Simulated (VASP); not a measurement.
# Ga7P8 (a cell with a defect) in VASP: a series of runs, part 2 of 2

VASP 6.6.1. Earlier steps stand in the parts before.

**3. Relaxation of the atoms, PBE (atoms taken out)**

INCAR

```
ALGO = Normal
EDIFF = 1E-7
EDIFFG = -0.025
ENCUT = 520
GGA = PE
IBRION = 2
ISIF = 2
ISMEAR = 0
LASPH = True
LCHARG = False
LREAL = Auto
LWAVE = False
NELECT = 132.0
NELM = 80
NSW = 65
PREC = Accurate
SIGMA = 0.01
```

KPOINTS

```
k-points
0
Gamma
  2 2 2
```

POSCAR

```
Ga7P8
1.0
    0.0000000000      5.5051169764     -5.5051169764
    5.5051169764      5.5051169764      0.0000000000
    5.5051169764      0.0000000000     -5.5051169764
Ga P
7 8
Direct
    0.4949351971      0.0050648029     -0.0050648029
    1.0050648029      0.4949351971     -0.0050648029
    1.0050648029      0.0050648029     -0.0050648029
    0.4949351971      0.4949351971      0.5050648029
    0.4949351971      0.0050648029      0.5050648029
    1.0050648029      0.4949351971      0.5050648029
    1.0000000000      0.0000000000      0.5000000000
    0.3796122957      0.3796122957      0.3611631128
    0.3767808129      0.8744063957      0.3744063957
    0.8744063957      0.3767808129      0.3744063957
    0.8744063957      0.8744063957      0.3744063957
    0.3796122957      0.3796122957      0.8796122957
    0.3796122957      0.8611631128      0.8796122957
    0.8611631128      0.3796122957      0.8796122957
    0.8744063957      0.8744063957      0.8767808129
```

Potentials or basis: VASP PAW PBE potentials, release 64 (Ga_d, P).

Started as:

```
> cat potpaw_PBE.64/Ga_d/POTCAR potpaw_PBE.64/P/POTCAR > POTCAR
> mpirun -np 1 vasp_std > vasp.out
```

OUTCAR:

```text
EDIFF = 1E-7
   EDIFFG = -0.025
   ENCUT = 520
   GGA = PE
   IBRION = 2
   ISIF = 2
   ISMEAR = 0
   LASPH = True
   LREAL = Auto
   NELECT = 132.0
   NELM = 80
   NSW = 65
   PREC = Accurate

 ion  position               nearest neighbor table
   1  0.495  0.005  0.995-  12 2.38  13 2.38   9 2.41  15 2.41
   2  0.005  0.495  0.995-  12 2.38  14 2.38  10 2.41  15 2.41
   3  0.005  0.005  0.995-  13 2.38  14 2.38  11 2.41  15 2.41
   4  0.495  0.495  0.505-  12 2.38   8 2.38  10 2.41   9 2.41
   5  0.495  0.005  0.505-   8 2.38  13 2.38  11 2.41   9 2.41
   6  0.005  0.495  0.505-   8 2.38  14 2.38  11 2.41  10 2.41
   7  0.000  0.000  0.500-  11 2.40  10 2.40   9 2.40  15 2.40
   8  0.380  0.380  0.361-   5 2.38   6 2.38   4 2.38
   9  0.377  0.874  0.374-   7 2.40   4 2.41   5 2.41   1 2.41
  10  0.874  0.377  0.374-   7 2.40   4 2.41   6 2.41   2 2.41
  11  0.874  0.874  0.374-   7 2.40   5 2.41   6 2.41   3 2.41
  12  0.380  0.380  0.880-   1 2.38   2 2.38   4 2.38
  13  0.380  0.861  0.880-   3 2.38   5 2.38   1 2.38
  14  0.861  0.380  0.880-   3 2.38   6 2.38   2 2.38
  15  0.874  0.874  0.877-   7 2.40   2 2.41   3 2.41   1 2.41

  LATTYP: Found a face centered cubic cell.
 ALAT       =    11.0102339528

  Lattice vectors:

 A1 = (   0.0000000000,   5.5051169764,  -5.5051169764)
 A2 = (   5.5051169764,   5.5051169764,   0.0000000000)
 A3 = (   5.5051169764,   0.0000000000,  -5.5051169764)

Analysis of symmetry for initial positions (statically):
=====================================================================
 Subroutine PRICEL returns:
 Original cell was already a primitive cell.

 Routine SETGRP: Setting up the symmetry group for a
 face centered cubic supercell.

 Subroutine GETGRP returns: Found 24 space group operations
 (whereof  4 operations were pure point group operations)
 out of a pool of 48 trial point group operations.

The static configuration has the point symmetry C_2v.
 The point group associated with its full space group is T_d .

Analysis of symmetry for dynamics (positions and initial velocities):
=====================================================================
 Subroutine PRICEL returns:
 Original cell was already a primitive cell.

 Routine SETGRP: Setting up the symmetry group for a
 face centered cubic supercell.

 Subroutine GETGRP returns: Found 24 space group operations
 (whereof  4 operations were pure point group operations)
 out of a pool of 48 trial point group operations.

The dynamic configuration has the point symmetry C_2v.
 The point group associated with its full space group is T_d .

 Subroutine INISYM returns: Found 24 space group operations
 (whereof  4 operations are pure point group operations),
 and found     1 'primitive' translations

----------------------------------------------------------------------------------------

                                     Primitive cell

  volume of cell :     333.6796

  direct lattice vectors                    reciprocal lattice vectors
     0.000000000  5.505116976 -5.505116976    -0.090824591  0.090824591 -0.090824591
     5.505116976  5.505116976  0.000000000     0.090824591  0.090824591  0.090824591
     5.505116976  0.000000000 -5.505116976     0.090824591 -0.090824591 -0.090824591

[... 68 lines left out ...]
  0.500000  0.500000  0.000000      3.000000
   k-points           NKPTS =      3   k-points in BZ     NKDIM =      3   number of bands    NBANDS=     79
   number of dos      NEDOS =    301   number of ions     NIONS =     15
   total plane-waves  NPLWV = 216000
   dimension x,y,z NGX =    60 NGY =   60 NGZ =   60
   dimension x,y,z NGXF=   120 NGYF=  120 NGZF=  120
   ions per type =               7   8
   NGX,Y,Z   is equivalent  to a cutoff of  12.81, 12.81, 12.81 a.u.
   NGXF,Y,Z  is equivalent  to a cutoff of  25.62, 25.62, 25.62 a.u.
 SYSTEM =  unknown system
   PREC   = accura    normal or accurate (medium, high low for compatibility)
   ISTART =      0    job   : 0-new  1-cont  2-samecut
   ICHARG =      2    charge: 1-file 2-atom 10-const
   ISPIN  =      1    spin polarized calculation?
   LNONCOLLINEAR =      F non collinear calculations
   LSORBIT =      F    spin-orbit coupling
   LASPH  =      T    aspherical Exc in radial PAW
   ENCUT  =  520.0 eV  38.22 Ry    6.18 a.u.  14.48 14.48 14.48*2*pi/ulx,y,z
   NELM   =     80;   NELMIN=  2; NELMDL= -5     # of ELM steps
   EDIFF  = 0.1E-06   stopping-criterion for ELM
   LREAL  =      T    real-space projection
   EDIFFG = -.3E-01   stopping-criterion for IOM
   NSW    =     65    number of steps for IOM
   IBRION =      2    ionic relax: 0-MD 1-quasi-New 2-CG
   NFREE  =      1    steps in history (QN), initial steepest desc. (CG)
   ISIF   =      2    stress and relaxation
   ISYM   =      2    0-nonsym 1-usesym 2-fastsym
   POTIM  = 0.5000    time-step for ionic-motion
   TEBEG  =    0.0;   TEEND  =   0.0 temperature during run
   PSTRESS=    0.0 pullay stress
   NELECT =     132.0000    total number of electrons
   NUPDOWN=      -1.0000    fix difference up-down
   EMIN   =  10.00;   EMAX   =-10.00  energy-range for DOS
   EFERMI =   0.00;   METHOD = LEGACY
   ISMEAR =     0;   SIGMA  =   0.01  broadening in eV -4-tet -1-fermi 0-gaus
   EFERMI_NEDOS =   21; number of points for ismear=-14 and -15
   IALGO  =     38    algorithm
   IMIX   =      4    mixing-type and parameters
     AMIX     =   0.40;   BMIX     =  1.00
     AMIX_MAG =   1.60;   BMIX_MAG =  1.00
  volume/ion in A,a.u.               =      22.25       150.12
  Fermi-wavevector in a.u.,A,eV,Ry     =   1.201774  2.271024 19.650371  1.444262
  Thomas-Fermi vector in A             =   2.337574
   LORBIT       =      0    0 simple, 1 ext, 2 COOP (PROOUT), +10 PAW based schemes
   GGA     = PE    functional components
   LHFCALC =     F    Hartree Fock is set to
   AEXX    =    0.0000 exact exchange contribution
   IVDW    =     0    specifies the selected vdW correction
   LEPSILON=     F    determine dielectric tensor
   LRPA    =     F    only Hartree local field effects (RPA)
 conjugate gradient relaxation of ions
 non-spin polarized calculation
 Gauss-broadening in eV      SIGMA  =   0.01
  energy-cutoff  :      520.00
  volume of cell :      333.68
 maximum number of plane-waves:      9089
 NGX is ok and might be reduce to    60
   NGX = 29   NGY = 29   NGZ = 29

--------------------------------------- Ionic step        1  -------------------------------------------

 number of electron     131.9999994 magnetization

 Free energy of the ion-electron system (eV)
  ---------------------------------------------------
  ext. energy  EPLUGINS =         0.00000000
  ---------------------------------------------------
  free energy    TOTEN  =       -61.48521477 eV

  energy without entropy =      -61.47985214  energy(sigma->0) =      -61.48253346

------------------------ aborting loop because EDIFF is reached ----------------------------------------

  FORCE on cell =-STRESS in cart. coord.  units (eV):
  Direction    XX          YY          ZZ          XY          YZ          ZX
  --------------------------------------------------------------------------------------
  -------------------------------------------------------------------------------------
  Total        5.0944773      5.0944773      5.0944773      0.0000000     -0.0000000      0.0000000
  in kB       24.4613580     24.4613580     24.4613580      0.0000000     -0.0000000      0.0000000
  external PRESSURE =      24.4613580 kB  Pullay stress =       0.0000000 kB
[... 85 lines left out ...]
--------------------------------------- Ionic step        3  -------------------------------------------

 number of electron     132.0000003 magnetization

 Free energy of the ion-electron system (eV)
  ---------------------------------------------------
  ext. energy  EPLUGINS =         0.00000000
  ---------------------------------------------------
  free energy    TOTEN  =       -61.48618849 eV

  energy without entropy =      -61.48082586  energy(sigma->0) =      -61.48350718

 E-fermi :   4.0002     XC(G=0):  -9.4553

 val. band max:        3.7226829919   @ k =   0.5000   0.5000   0.0000
 cond. band min:       4.0024799428   @ k =   0.5000   0.0000   0.0000
 fundamental gap:      0.2797969509
 Fermi energy:         4.0002268904

 k-point     1 :       0.0000    0.0000    0.0000
  band No.  band energies     occupation
      1     -10.9010      2.00000
      2     -10.9010      2.00000
      3     -10.9010      2.00000
      4     -10.8421      2.00000
      5     -10.8176      2.00000
      6     -10.8176      2.00000
[... 232 lines left out ...]
     77       8.6015      0.00000
     78       8.6015      0.00000
 [bands above 78 left out]

------------------------ aborting loop because EDIFF is reached ----------------------------------------

  FORCE on cell =-STRESS in cart. coord.  units (eV):
  Direction    XX          YY          ZZ          XY          YZ          ZX
  --------------------------------------------------------------------------------------
  -------------------------------------------------------------------------------------
  Total        5.0121412      5.0121412      5.0121412      0.0000000      0.0000000     -0.0000000
  in kB       24.0660176     24.0660176     24.0660176      0.0000000      0.0000000     -0.0000000
  external PRESSURE =      24.0660176 kB  Pullay stress =       0.0000000 kB
[... 30 lines left out ...]
  FREE ENERGIE OF THE ION-ELECTRON SYSTEM (eV)
  ---------------------------------------------------
  free  energy   TOTEN  =       -61.4861884931 eV

  energy  without entropy=      -61.4808258625  energy(sigma->0) =      -61.48350718

 reached required accuracy - stopping structural energy minimisation
```

Wall time 4.4 min (1 thread of AMD EPYC 9R45 (Zen 5), shared host); peak memory 0.48 GiB.

What came out:

```
Free energy                  : -61.4862 eV
Energy gained by relaxing    : 0.1 meV/atom
Ionic steps                  : 3
Largest force after relaxing : 0.019 eV/Å
```

Forces in eV/Å, atoms in the order of the input:
```
Ga   0.000  0.000 -0.014
Ga   0.014  0.000  0.000
Ga   0.000 -0.014  0.000
Ga   0.000  0.014  0.000
Ga  -0.014  0.000  0.000
Ga   0.000  0.000  0.014
Ga   0.000  0.000  0.000
P   -0.011  0.011  0.011
P   -0.003  0.003 -0.003
P    0.003  0.003  0.003
P   -0.003 -0.003  0.003
P    0.011  0.011 -0.011
P   -0.011 -0.011 -0.011
P    0.011 -0.011  0.011
P    0.003 -0.003 -0.003
```

The path:
```csv
step,energy change (eV),largest force (eV/Å),pressure (GPa)
1,0.0000,0.0444,2.45
2,-0.0006,0.0281,2.43
3,-0.0010,0.0192,2.41
```

Final structure:
```
Ga P
1.0
     0.00000    5.50512   -5.50512
     5.50512    5.50512    0.00000
     5.50512    0.00000   -5.50512
Ga P
7 8
Cartesian
  5.5051 2.7526 -8.1960
  8.1960 2.7526 -5.5051
  5.5051 0.0616 -5.5051
  5.5051 5.4435 -5.5051
  2.8142 2.7526 -5.5051
  5.5051 2.7526 -2.8142
  2.7526 0.0000 -2.7526
  4.0756 4.1821 -4.0756
  6.8751 6.8877 -4.1351
  4.1351 6.8877 -6.8751
  6.8751 9.6277 -6.8751
  6.9347 4.1821 -6.9347
  9.5807 6.8281 -6.9347
  6.9347 6.8281 -9.5807
  9.6402 9.6277 -9.6402
```

Caveat: the k points lie up to 0.49 Å⁻¹ apart, too coarse for converged energies and pressures of a metal; the cell carries a net charge on a neutralising background, which shifts energy and pressure; the cell differs from its parent crystal (atoms taken out); the cell is charged against a uniform background, so pressure and absolute levels hang on convention.
